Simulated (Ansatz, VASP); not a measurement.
## LuHf4O in VASP and in Ansatz

```
CELL_PARAMETERS angstrom
4.09726 0.00000 0.00000
0.00000 4.09726 0.00000
0.00000 0.00000 5.80142
ATOMIC_POSITIONS crystal
Lu 0.50000 0.50000 0.50000
Hf 0.50000 0.00000 0.74581
Hf 0.00000 0.50000 0.25419
Hf 0.50000 0.00000 0.25419
Hf 0.00000 0.50000 0.74581
O 0.00000 0.00000 0.00000
```

Change from the starting cell: species swapped into the GdYH4 type (P4/mmm, No. 123).

Alike in both runs: task single point; functional PBE; k mesh 4 × 4 × 4; occupations gaussian, width 0.1 eV; no spin polarisation.

|  | VASP | Ansatz |
| --- | --- | --- |
| version | VASP 6.6.1 | Ansatz 0.2.0 |
| potentials or method | VASP PAW PBE potentials, release 64 (Lu, Hf_pv, O), cutoff 520 eV | scalar-relativistic, plane waves, PAW |
| valence electrons in the cell | 71 | 135 |

VASP gave:

- gap on the k mesh at the Fermi level (eV): none
- rms of the force components (eV/Å): 1.810

What did Ansatz give for the same quantities?

gap on the k mesh at the Fermi level (eV): none; rms of the force components (eV/Å): 1.816.

Atom by atom the forces differ by 0.006 eV/Å (rms over components). A gap of «none» marks a metal or a gap that the smearing closes. VASP's potentials hold 71 valence electrons a cell and Ansatz's 135, so a difference there can come from the potentials and not from the codes.

The k mesh is coarse, so the values compare programs but aren't converged. Neither program's run includes spin-orbit coupling.
